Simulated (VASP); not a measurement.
# Br (P6_3/mmc) in VASP: notebook

The runs below take Br through single point, with PBE.

All numbers are computed with VASP 6.6.1; they aren't measurements. Logs are shortened: lines on timing, memory, paths and dates and some standing lists are left out, and cuts for length are marked.

### 1 The cell of the first run

Symmetry: P6_3/mmc, No. 194, hexagonal system. The conventional cell has a = 2.738 Å, b = 2.738 Å, c = 5.676 Å, α = 90.00°, β = 90.00°, γ = 120.00°. Within 3.6 Å of Br (site symmetry -6m2) lie 12 Br at 2.74 to 3.25 Å.

### 2 Single point, PBE

File INCAR:

```
ALGO     = Normal         # electronic algorithm
EDIFF    = 1E-6           # SCF threshold, eV
ENCUT    = 520            # plane-wave cutoff, eV
GGA      = PE             # functional
ISIF     = 2              # what is computed and relaxed
ISMEAR   = 0              # smearing method
LASPH    = True           # aspherical terms in the spheres
LCHARG   = False          # write CHGCAR
LREAL    = False          # projectors in reciprocal space
LWAVE    = False          # write WAVECAR
NBANDS   = 14             # bands
NELM     = 80             # most SCF steps
PREC     = Accurate       # precision mode
SIGMA    = 0.02           # smearing width, eV
```

File KPOINTS:

```
k-points
0
Gamma
  8 8 4
```

File POSCAR:

```
Br
1.0
    2.7375152171      0.0000000000      0.0000000000
   -1.3687576085      2.3707577212      0.0000000000
    0.0000000000      0.0000000000      5.6764316726
Br
2
Direct
    0.3333333333      0.6666666667      0.2500000000
    0.6666666667      0.3333333333      0.7500000000
```

Potentials or basis: VASP PAW PBE potentials, release 64 (Br).

On the command line:

```
> cat potpaw_PBE.64/Br/POTCAR > POTCAR
> mpirun -np 1 vasp_std > vasp.out
```

OUTCAR:

```text
EDIFF = 1E-6
   ENCUT = 520
   GGA = PE
   ISIF = 2
   ISMEAR = 0
   LASPH = True
   LREAL = False
   NELM = 80
   PREC = Accurate

 ion  position               nearest neighbor table
   1  0.333  0.667  0.250-
   2  0.667  0.333  0.750-

  LATTYP: Found a hexagonal cell.
 ALAT       =     2.7375152171
 C/A-ratio  =     2.0735708197

  Lattice vectors:

 A1 = (   2.7375152171,   0.0000000000,   0.0000000000)
 A2 = (  -1.3687576085,   2.3707577212,   0.0000000000)
 A3 = (   0.0000000000,   0.0000000000,   5.6764316726)

Analysis of symmetry for initial positions (statically):
=====================================================================
 Subroutine PRICEL returns:
 Original cell was already a primitive cell.

 Routine SETGRP: Setting up the symmetry group for a
 hexagonal supercell.

 Subroutine GETGRP returns: Found 24 space group operations
 (whereof 12 operations were pure point group operations)
 out of a pool of 24 trial point group operations.

The static configuration has the point symmetry D_3d.
 The point group associated with its full space group is D_6h.

Analysis of symmetry for dynamics (positions and initial velocities):
=====================================================================
 Subroutine PRICEL returns:
 Original cell was already a primitive cell.

 Routine SETGRP: Setting up the symmetry group for a
 hexagonal supercell.

 Subroutine GETGRP returns: Found 24 space group operations
 (whereof 12 operations were pure point group operations)
 out of a pool of 24 trial point group operations.

The dynamic configuration has the point symmetry D_3d.
 The point group associated with its full space group is D_6h.

 Subroutine INISYM returns: Found 24 space group operations
 (whereof 12 operations are pure point group operations),
 and found     1 'primitive' translations

----------------------------------------------------------------------------------------

                                     Primitive cell

  volume of cell :      36.8400

  direct lattice vectors                    reciprocal lattice vectors
     2.737515217  0.000000000  0.000000000     0.365294773  0.210903036  0.000000000
    -1.368757608  2.370757721  0.000000000     0.000000000  0.421806071  0.000000000
     0.000000000  0.000000000  5.676431673     0.000000000  0.000000000  0.176167011

  length of vectors
     2.737515217  2.737515217  5.676431673     0.421806071  0.421806071  0.176167011

  position of ions in fractional coordinates (direct lattice)
     0.333333333  0.666666667  0.250000000
     0.666666667  0.333333333  0.750000000

  ion indices of the primitive-cell ions
   primitive index   ion index
                 1           1
                 2           2

----------------------------------------------------------------------------------------

 KPOINTS: k-points

Automatic generation of k-mesh.
 Grid dimensions read from file:
 generate k-points for:    8    8    4

 Generating k-lattice:

  Cartesian coordinates                     Fractional coordinates (reciprocal lattice)
     0.045661847  0.026362879  0.000000000     0.125000000  0.000000000  0.000000000
     0.000000000  0.052725759  0.000000000     0.000000000  0.125000000  0.000000000
     0.000000000  0.000000000  0.044041753     0.000000000  0.000000000  0.250000000

  Length of vectors
     0.052725759  0.052725759  0.044041753

  Shift w.r.t. Gamma in fractional coordinates (k-lattice)
     0.000000000  0.000000000  0.000000000

 Subroutine IBZKPT returns following result:
 ===========================================

 Found     30 irreducible k-points:

 Following reciprocal coordinates:
            Coordinates               Weight
  0.000000  0.000000  0.000000      1.000000
  0.125000  0.000000  0.000000      6.000000
  0.250000  0.000000  0.000000      6.000000
  0.375000  0.000000  0.000000      6.000000
  0.500000  0.000000  0.000000      3.000000
  0.125000  0.125000  0.000000      6.000000
[... 16 lines left out ...]
  0.250000  0.000000  0.500000      6.000000
  0.375000  0.000000  0.500000      6.000000
 [... further k-points ...]
   k-points           NKPTS =     30   k-points in BZ     NKDIM =     30   number of bands    NBANDS=     14
   number of dos      NEDOS =    301   number of ions     NIONS =      2
   total plane-waves  NPLWV =  16800
   dimension x,y,z NGX =    20 NGY =   20 NGZ =   42
   dimension x,y,z NGXF=    40 NGYF=   40 NGZF=   84
   ions per type =               2
   NGX,Y,Z   is equivalent  to a cutoff of  12.15, 12.15, 12.30 a.u.
   NGXF,Y,Z  is equivalent  to a cutoff of  24.29, 24.29, 24.60 a.u.
 SYSTEM =  unknown system
   PREC   = accura    normal or accurate (medium, high low for compatibility)
   ISTART =      0    job   : 0-new  1-cont  2-samecut
   ICHARG =      2    charge: 1-file 2-atom 10-const
   ISPIN  =      1    spin polarized calculation?
   LNONCOLLINEAR =      F non collinear calculations
   LSORBIT =      F    spin-orbit coupling
   LASPH  =      T    aspherical Exc in radial PAW
   ENCUT  =  520.0 eV  38.22 Ry    6.18 a.u.   5.09  5.09 10.55*2*pi/ulx,y,z
   NELM   =     80;   NELMIN=  2; NELMDL= -5     # of ELM steps
   EDIFF  = 0.1E-05   stopping-criterion for ELM
   LREAL  =      F    real-space projection
   EDIFFG = 0.1E-04   stopping-criterion for IOM
   NSW    =      0    number of steps for IOM
   IBRION =     -1    ionic relax: 0-MD 1-quasi-New 2-CG
   NFREE  =      0    steps in history (QN), initial steepest desc. (CG)
   ISIF   =      2    stress and relaxation
   ISYM   =      2    0-nonsym 1-usesym 2-fastsym
   POTIM  = 0.5000    time-step for ionic-motion
   TEBEG  =    0.0;   TEEND  =   0.0 temperature during run
   PSTRESS=    0.0 pullay stress
   NELECT =      14.0000    total number of electrons
   NUPDOWN=      -1.0000    fix difference up-down
   EMIN   =  10.00;   EMAX   =-10.00  energy-range for DOS
   EFERMI =   0.00;   METHOD = LEGACY
   ISMEAR =     0;   SIGMA  =   0.02  broadening in eV -4-tet -1-fermi 0-gaus
   EFERMI_NEDOS =   21; number of points for ismear=-14 and -15
   IALGO  =     38    algorithm
   IMIX   =      4    mixing-type and parameters
     AMIX     =   0.40;   BMIX     =  1.00
     AMIX_MAG =   1.60;   BMIX_MAG =  1.00
  volume/ion in A,a.u.               =      18.42       124.30
  Fermi-wavevector in a.u.,A,eV,Ry     =   1.185799  2.240835 19.131419  1.406120
  Thomas-Fermi vector in A             =   2.321985
   LORBIT       =      0    0 simple, 1 ext, 2 COOP (PROOUT), +10 PAW based schemes
   GGA     = PE    functional components
   LHFCALC =     F    Hartree Fock is set to
   AEXX    =    0.0000 exact exchange contribution
   IVDW    =     0    specifies the selected vdW correction
   LEPSILON=     F    determine dielectric tensor
   LRPA    =     F    only Hartree local field effects (RPA)
 non-spin polarized calculation
 Gauss-broadening in eV      SIGMA  =   0.02
  energy-cutoff  :      520.00
  volume of cell :       36.84
 maximum number of plane-waves:      1003
   NGX = 11   NGY = 11   NGZ = 21

 number of electron      13.9999999 magnetization

 Free energy of the ion-electron system (eV)
  ---------------------------------------------------
  ext. energy  EPLUGINS =         0.00000000
  ---------------------------------------------------
  free energy    TOTEN  =        -1.15208022 eV

  energy without entropy =       -1.15128686  energy(sigma->0) =       -1.15168354

 E-fermi :   6.1276     XC(G=0): -10.9863

 val. band max:        6.1274135389   @ k =   0.5000   0.0000   0.5000
 cond. band min:       6.1276849885   @ k =   0.3750   0.0000   0.2500
 fundamental gap:      0.0002714496
 Fermi energy:         6.1275945066

 k-point     1 :       0.0000    0.0000    0.0000
  band No.  band energies     occupation
      1     -12.5431      2.00000
      2     -11.1992      2.00000
      3      -1.4127      2.00000
      4       4.9635      2.00000
      5       8.7179      0.00000
      6       8.7179      0.00000
      7       9.1340      0.00000
      8       9.1340      0.00000
      9      13.1277      0.00000
     10      17.7712      0.00000
     11      19.4209      0.00000
     12      19.7976      0.00000
     13      19.7976      0.00000
     14      20.5554      0.00000

 k-point     2 :       0.1250    0.0000    0.0000
  band No.  band energies     occupation
      1     -12.1920      2.00000
      2     -10.8679      2.00000
      3      -1.0503      2.00000
      4       5.1567      2.00000
      5       6.5447      0.00000
      6       7.2499      0.00000
      7       8.0553      0.00000
      8       8.6998      0.00000
      9      13.5142      0.00000
     10      17.3645      0.00000
     11      18.8173      0.00000
     12      20.0154      0.00000
     13      20.4048      0.00000
     14      21.0489      0.00000

 k-point     3 :       0.2500    0.0000    0.0000
  band No.  band energies     occupation
      1     -11.1768      2.00000
      2      -9.9311      2.00000
      3       0.0054      2.00000
      4       2.7647      2.00000
      5       3.7104      2.00000
      6       5.5583      2.00000
      7       6.8921      0.00000
      8       7.7350      0.00000
      9      14.6183      0.00000
     10      15.1713      0.00000
     11      16.1278      0.00000
     12      16.8330      0.00000
     13      19.9893      0.00000
     14      21.6261      0.00000
[... 324 lines left out ...]
 k-point    23 :       0.2500    0.0000    0.5000
  band No.  band energies     occupation
      1     -10.6215      2.00000
      2     -10.6215      2.00000
      3       2.1506      2.00000
      4       2.1506      2.00000
      5       3.4772      2.00000
      6       3.4772      2.00000
      7       7.2867      0.00000
      8       7.2867      0.00000
      9      15.3368      0.00000
     10      15.3368      0.00000
     11      16.9441      0.00000
     12      16.9441      0.00000
     13      22.2453      0.00000
     14      22.2453      0.00000

 k-point    24 :       0.3750    0.0000    0.5000
  band No.  band energies     occupation
      1      -9.2272      2.00000
      2      -9.2272      2.00000
      3      -0.2408      2.00000
      4      -0.2408      2.00000
      5       3.7954      2.00000
      6       3.7954      2.00000
      7       6.4366      0.00000
      8       6.4366      0.00000
      9      13.4299      0.00000
     10      13.4299      0.00000
     11      14.8201      0.00000
     12      14.8201      0.00000
     13      22.4752      0.00000
     14      22.4752      0.00000

 [... further k-points ...]
[... 5 lines left out ...]
  --------------------------------------------------------------------------------------
  -------------------------------------------------------------------------------------
  Total        6.9102364      6.9102364      6.9025855      0.0000000      0.0000000      0.0000000
  in kB      300.5275978    300.5275977    300.1948576      0.0000000      0.0000000      0.0000000
  external PRESSURE =     300.4166844 kB  Pullay stress =       0.0000000 kB

 VOLUME and BASIS-vectors are now :
 -----------------------------------------------------------------------------
  energy-cutoff  :      520.00
  volume of cell :       36.84
      direct lattice vectors                 reciprocal lattice vectors
     2.737515217  0.000000000  0.000000000     0.365294773  0.210903036  0.000000000
    -1.368757608  2.370757721  0.000000000     0.000000000  0.421806071  0.000000000
     0.000000000  0.000000000  5.676431673     0.000000000  0.000000000  0.176167011

 POSITION                                       TOTAL-FORCE (eV/Angst)
 -----------------------------------------------------------------------------------
     -0.00000      1.58051      1.41911         0.000000      0.000000      0.000000
      1.36876      0.79025      4.25732        -0.000000      0.000000      0.000000
 -----------------------------------------------------------------------------------
    total drift:                               -0.000000      0.000000     -0.000000

  FREE ENERGIE OF THE ION-ELECTRON SYSTEM (eV)
  ---------------------------------------------------
  free  energy   TOTEN  =        -1.1520802191 eV

  energy  without entropy=       -1.1512868600  energy(sigma->0) =       -1.15168354
```

Run time: 8.5 s. Hardware: 1 thread of Intel Xeon Platinum 8375C at 2.90GHz (Ice Lake), shared host; peak memory 0.14 GiB.

What came out:

* Free energy: -1.1521 eV
* Pressure: 30.0 GPa
* Band gap on the k mesh: zero (band 7 reaches 9.13 eV, above the bottom of band 8 at 4.58 eV)

### 3 Single point, PBE

This run uses another cell than the first one, of 19.98 Å³/atom, 1.085 times its volume.

File INCAR:

```
PREC = Accurate
ENCUT = 520
EDIFF = 1E-6
ISMEAR = 0
SIGMA = 0.02
LREAL = F
LASPH = T
NELM = 80
ALGO = Normal
ISIF = 2
LWAVE = F
LCHARG = F
GGA = PE
NBANDS = 14
```

File KPOINTS:

```
Automatic mesh
0
Gamma
  8 8 4
```

File POSCAR:

```
Br
1.0
    2.7922052837      0.0000000000      0.0000000000
   -1.3961026418      2.4181207082      0.0000000000
    0.0000000000      0.0000000000      5.9187833801
Br
2
Direct
    0.3333333333      0.6666666667      0.2500000000
    0.6666666667      0.3333333333      0.7500000000
```

Potentials or basis: VASP PAW PBE potentials, release 64 (Br).

On the command line:

```
> cat potpaw_PBE.64/Br/POTCAR > POTCAR
> mpirun -np 1 vasp_std > vasp.out
```

It took 9.8 s on 1 thread of Intel Xeon Platinum 8375C at 2.90GHz (Ice Lake), shared host; peak memory 0.16 GiB.

The run converged. Its results:

* Free energy: -1.6341 eV
* Pressure: 20.0 GPa
* Band gap on the k mesh: zero (band 7 reaches 7.71 eV, above the bottom of band 8 at 3.56 eV)

Levels at points of the mesh, in eV from the Fermi level:
```csv
k point,band 5,band 6,band 7,band 8,band 9,band 10
"(0.00, 0.00, 0.00)",2.34,2.34,2.65,2.65,6.71,11.41
"(0.50, 0.00, 0.00)",-2.84,-1.21,-0.38,0.35,6.55,7.40
"(0.00, 0.00, 0.50)",2.49,2.49,2.49,2.49,11.21,11.21
"(0.50, 0.00, 0.50)",-1.58,-1.58,-0.04,-0.04,6.36,6.36
```

Caveat: this functional lacks dispersion, which binds the layers, so the pressure and a relaxed spacing across them are unreliable.
